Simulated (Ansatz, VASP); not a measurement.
## Si3N4: VASP beside Ansatz

File INCAR:

```
SYSTEM = Si3N4
  PREC = Accurate
  ENCUT = 520
  EDIFF = 1E-6
  ISMEAR = -1
  SIGMA = 0.02
  LREAL = .False.
  LASPH = .True.
  NELM = 60
  ALGO = Normal
  ISIF = 2
  LWAVE = .False.
  LCHARG = .False.
  GGA = PE
  NBANDS = 45
```

Contents of KPOINTS:

```
Automatic mesh
0
Gamma
  6 6 8
  0 0 0
```

File POSCAR:

```
Si3N4
1.0
    7.6056640558      0.0000000000      0.0000000000
   -3.8028320279      6.5866982850      0.0000000000
    0.0000000000      0.0000000000      2.9056464664
Si N
6 8
Direct
    0.2306108591      0.8245677903      0.7500000000
    0.4060430687      0.2306108591      0.2500000000
    0.8245677903      0.5939569313      0.2500000000
    0.1754322097      0.4060430687      0.7500000000
    0.5939569313      0.7693891409      0.7500000000
    0.7693891409      0.1754322097      0.2500000000
    0.3333333333      0.6666666667      0.7500000000
    0.6666666667      0.3333333333      0.2500000000
    0.9687373408      0.6696818164      0.7500000000
    0.2990555244      0.9687373408      0.2500000000
    0.6696818164      0.7009444756      0.2500000000
    0.3303181836      0.2990555244      0.7500000000
    0.0312626592      0.3303181836      0.2500000000
    0.7009444756      0.0312626592      0.7500000000
```

Input for Ansatz:

```yaml
crystal:
  lattice:
    - [7.6056640558, 0.0, 0.0]
    - [-3.8028320279, 6.586698285, 0.0]
    - [0.0, 0.0, 2.9056464664]
  atoms:
    - { symbol: Si, position: [0.2306108591, 0.8245677903, 0.75] }
    - { symbol: Si, position: [0.4060430687, 0.2306108591, 0.25] }
    - { symbol: Si, position: [0.8245677903, 0.5939569313, 0.25] }
    - { symbol: Si, position: [0.1754322097, 0.4060430687, 0.75] }
    - { symbol: Si, position: [0.5939569313, 0.7693891409, 0.75] }
    - { symbol: Si, position: [0.7693891409, 0.1754322097, 0.25] }
    - { symbol: "N", position: [0.3333333333, 0.6666666667, 0.75] }
    - { symbol: "N", position: [0.6666666667, 0.3333333333, 0.25] }
    - { symbol: "N", position: [0.9687373408, 0.6696818164, 0.75] }
    - { symbol: "N", position: [0.2990555244, 0.9687373408, 0.25] }
    - { symbol: "N", position: [0.6696818164, 0.7009444756, 0.25] }
    - { symbol: "N", position: [0.3303181836, 0.2990555244, 0.75] }
    - { symbol: "N", position: [0.0312626592, 0.3303181836, 0.25] }
    - { symbol: "N", position: [0.7009444756, 0.0312626592, 0.75] }
kpoints:
  mp_grid: { grid: [6, 6, 8] }
  band_path:
    path:
      - [0.0, 0.0, 0.0]
      - [0.5, 0.0, 0.0]
      - [0.3333333333, 0.3333333333, 0.0]
      - [0.0, 0.0, 0.5]
      - [0.5, 0.0, 0.5]
      - [0.3333333333, 0.3333333333, 0.5]
      - [0.0, 0.0, 0.171875]
    npoints: 1
hamiltonian:
  xc: pbe
scf:
  occupations: { method: fermi_dirac, width: 0.02 }
  n_extra_bands: 7
output:
  forces: true
  stress: true
  eigenvalues: true
```

Alike in both runs: task single point; functional PBE; k mesh 6 × 6 × 8; occupations fermi-dirac, width 0.02 eV; no spin polarisation.

```csv
,VASP,Ansatz
version,VASP 6.6.1,Ansatz 0.2.0
potentials or method,"VASP PAW PBE potentials, release 64 (Si, N)","plane waves, PAW"
plane-wave cutoff (eV),520,420
valence electrons in the cell,64,64
```

```csv
,VASP,Ansatz,Ansatz less VASP
gap on the k mesh at the Fermi level (eV),4.34,4.35,+0.012
pressure (GPa),5.4,5.7,+0.30
"traceless stress, the component that is largest in VASP (GPa)",0.12,0.15,+0.031
rms of the force components (eV/Å),0.022,0.022,+0.0004
```

Atom by atom the forces differ by 0.002 eV/Å (rms over components). The functional is the same, so the differences come from potentials, cutoffs and numerics.
